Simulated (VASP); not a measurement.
Wanted: the native input for a VASP 6.6.1 run.

* Task: single point
* Functional: PBE
* Potentials or basis: VASP PAW PBE potentials, release 64 (Al, Lu, N)
* Cutoff: 520 eV
* k mesh: 10 × 10 × 10
* Occupations: gaussian, width 0.01 eV
* Spin: no spin polarisation
* Dipole correction: no
* Further INCAR settings: ALGO = Normal; EDIFF = 1e-07; NBANDS = 27

The structure of LuAlN2 lies in POSCAR:

```
LuAlN2
1.0
    1.5700210856      0.9064520964      5.0619872445
   -1.5700210856      0.9064520964      5.0619872445
    0.0000000000     -1.8129041928      5.0619872445
Al Lu N
1 1 2
Direct
    1.0000000000      0.0000000000      0.0000000000
    0.5000000000      0.5000000000      0.5000000000
    0.2595166144      0.2595166144      0.2595166144
    0.7404833856      0.7404833856      0.7404833856
```

These files were run (other wordings do the same):

INCAR

```
ALGO = Normal ; EDIFF = 1E-7
ENCUT = 520 ; GGA = PE
ISIF = 2 ; ISMEAR = 0
LASPH = True ; LCHARG = False
LREAL = False ; LWAVE = False
NBANDS = 27 ; NELM = 80
PREC = Accurate ; SIGMA = 0.01
```

KPOINTS

```
k-points
0
Gamma
  10 10 10
```

Potentials or basis: VASP PAW PBE potentials, release 64 (Al, Lu, N).

Launch:

```bash
$ cat potpaw_PBE.64/Al/POTCAR potpaw_PBE.64/Lu/POTCAR potpaw_PBE.64/N/POTCAR > POTCAR
$ mpirun -np 1 vasp_std > vasp.out
```

Results of the run:

* Pressure: 5.0 GPa
* Largest force: 0.125 eV/Å
* Band gap on the k mesh: 0.62 eV (least direct gap 2.14 eV)

Caveat: the cell stands under pressure; spin-orbit coupling is left out, which moves the levels of the heavy elements.

Run time: 8 min on 1 thread of Intel Xeon 8259CL, on a shared host, peak memory 0.35 GiB.
